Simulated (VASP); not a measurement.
Fe, 3 atoms in the cell. It takes space group P6/mmm (No. 191, hexagonal). The conventional cell has a = 3.651 Å, b = 3.651 Å, c = 2.293 Å, α = 90.00°, β = 90.00°, γ = 120.00°. Fe (site symmetry 6/mmm) has 14 Fe at 2.29 to 2.40 Å within 3.0 Å. Within 2.8 Å of Fe (site symmetry -6m2) lie 11 Fe at 2.11 to 2.40 Å. This isn't the form of Fe at room conditions, which is bcc.

* Program: VASP 6.6.1
* Task: single point
* Functional: PBEsol
* Potentials or basis: VASP PAW PBE potentials, release 64 (Fe)
* Cutoff: 520 eV
* k mesh: 11 × 11 × 15
* Occupations: fermi-dirac, width 0.1 eV
* Spin: no spin polarisation
* Dipole correction: no
* Further INCAR settings: ALGO = Normal; EDIFF = 1e-06; NBANDS = 19

Potentials or basis: VASP PAW PBE potentials, release 64 (Fe).

Run with:

```console
$ cat potpaw_PBE.64/Fe/POTCAR > POTCAR
$ mpirun -np 1 vasp_std > vasp.out
```

Hardware: 1 thread of Intel Xeon 8259CL (shared host).

Estimate the wall time of this run.

Wall time 62 s on 1 thread of Intel Xeon 8259CL, on a shared host, peak memory 0.18 GiB. Counts: scf iterations 15, k points 128.
